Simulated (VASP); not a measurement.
A run of VASP 6.6.1 is set up as follows.

INCAR

```
PREC = Accurate
ENCUT = 500
EDIFF = 1E-6
ISMEAR = 0
SIGMA = 0.01
LREAL = F
LASPH = T
NELM = 120
ALGO = Normal
ISIF = 2
LWAVE = F
LCHARG = F
GGA = PE
NBANDS = 11
GGA_COMPAT = F
```

File KPOINTS:

```
Automatic mesh
0
Gamma
  6 6 6
```

Contents of POSCAR:

```
AlP
1.0
    0.0000000000      2.7810576831      2.7810576831
    2.7810576831      0.0000000000      2.7810576831
    2.7810576831      2.7810576831      0.0000000000
Al P
1 1
Direct
    0.0000000000      0.0000000000      0.0000000000
    0.2500000000      0.2500000000      0.2500000000
```

Potentials or basis: VASP PAW PBE potentials, release 64 (Al, P).

Launch:

```sh
$ cat potpaw_PBE.64/Al/POTCAR potpaw_PBE.64/P/POTCAR > POTCAR
$ mpirun -np 1 vasp_std > vasp.out
```

(1) Predict the band gap on the k mesh.

(2) Estimate the pressure.

## Answers

(1) 1.68 eV, indirect (least direct gap 2.83 eV).

(2) -2.3 GPa.
